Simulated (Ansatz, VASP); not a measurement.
**One calculation of BP, two programs**

```
B P
1.0
     2.71648    0.00000    0.00000
     0.00000    2.71648    0.00000
     0.00000    0.00000    2.71648
B P
1 1
Cartesian
  1.3582 1.3582 1.3582
  0.0000 0.0000 0.0000
```

Alike in both runs: task single point; functional LDA; k mesh 20 × 20 × 20; occupations gaussian, width 0.1 eV; no spin polarisation.

|  | VASP | Ansatz |
| --- | --- | --- |
| version | VASP 6.6.1 | Ansatz 0.2.0 |
| potentials or method | VASP PAW LDA potentials, release 64 (B, P) | scalar-relativistic, plane waves, PAW |
| plane-wave cutoff (eV) | 500 | 420 |
| valence electrons in the cell | 8 | 8 |

```tsv
	VASP	Ansatz	Ansatz less VASP
gap on the k mesh at the Fermi level (eV)	none	none	-
pressure (GPa)	-5.5	-5.5	+0.01
```

LDA's correlation is that of Perdew and Zunger in VASP and of Perdew and Wang (1992) in Ansatz. A gap of «none» marks a metal or a gap that the smearing closes.
